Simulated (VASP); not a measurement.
A run of VASP 6.6.1 is set up as follows.

INCAR

```
SYSTEM = Ti
  PREC = Accurate
  ENCUT = 520
  EDIFF = 1E-7
  ISMEAR = 0
  SIGMA = 0.15
  LREAL = .FALSE.
  LASPH = .TRUE.
  NELM = 60
  ALGO = Fast
  ISIF = 2
  LWAVE = .FALSE.
  LCHARG = .FALSE.
  NBANDS = 12
```

The input KPOINTS:

```
regular mesh
0
G
  20 20 20
  0 0 0
```

POSCAR

```
Ti
1.0
    0.0000000000      1.8604966477      2.0005340298
    1.8604966477      0.0000000000      2.0005340298
    1.8604966477      1.8604966477      0.0000000000
Ti
1
Direct
    0.0000000000      0.0000000000      0.0000000000
```

Potentials or basis: VASP PAW LDA potentials, release 64 (Ti_sv).

Command:

```sh
$ cat potpaw_LDA.64/Ti_sv/POTCAR > POTCAR
$ mpirun -np 1 vasp_std > vasp.out
```

(1) What does it give for the pressure?

(2) What does it give for the band gap on the k mesh?

Answers

(1) 22.0 GPa.

(2) zero (bands 6 and 7 overlap by 1.50 eV).

Caveat: the cell differs from its parent crystal (normal strain along x -0.0700, normal strain along y -0.0700); the cell stands under pressure.
